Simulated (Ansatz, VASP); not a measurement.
MnO in VASP and in Ansatz

```
Mn O
1.0
     0.00000    2.22200    2.26644
     2.22200    0.00000    2.26644
     2.22200    2.22200    0.00000
Mn O
1 1
Direct
  0.00000 0.00000 0.00000
  0.50000 0.50000 0.50000
```

Change from the starting cell: zz strain of +2 %, PAW files.

Alike in both runs: task electric field gradients; functional LDA; k mesh 16 × 16 × 16; occupations fermi-dirac, width 0.05 eV; collinear spin.

```csv
,VASP,Ansatz
version,VASP 6.6.1,Ansatz 0.2.0
potentials or method,"VASP PAW LDA potentials, release 64 (Mn_pv, O)","PAW with Ansatz's default frozen-core files, scalar-relativistic"
plane-wave cutoff (eV),520,420
valence electrons in the cell,19,21
```

|  | VASP | Ansatz | Ansatz less VASP |
| --- | --- | --- | --- |
| pressure (GPa) | -18.5 | -17.6 | +0.91 |
| traceless stress, the component that is largest in VASP (GPa) | 0.74 | 0.76 | +0.023 |
| net moment per atom (μB) | 2.30 | 2.33 | +0.031 |
| size of the moment on the site where the two differ most (μB) | 4.17 | 3.94 | -0.221 |
| size of Vzz on the site where it differs most (V/Å²) | 3.2 | 3.4 | +0.16 |

LDA's correlation is that of Perdew and Zunger in VASP and of Perdew and Wang (1992) in Ansatz. Site moments also hang on the region over which each program counts them. VASP's potentials hold 19 valence electrons a cell and Ansatz's 21, so a difference there can come from the potentials and not from the codes.
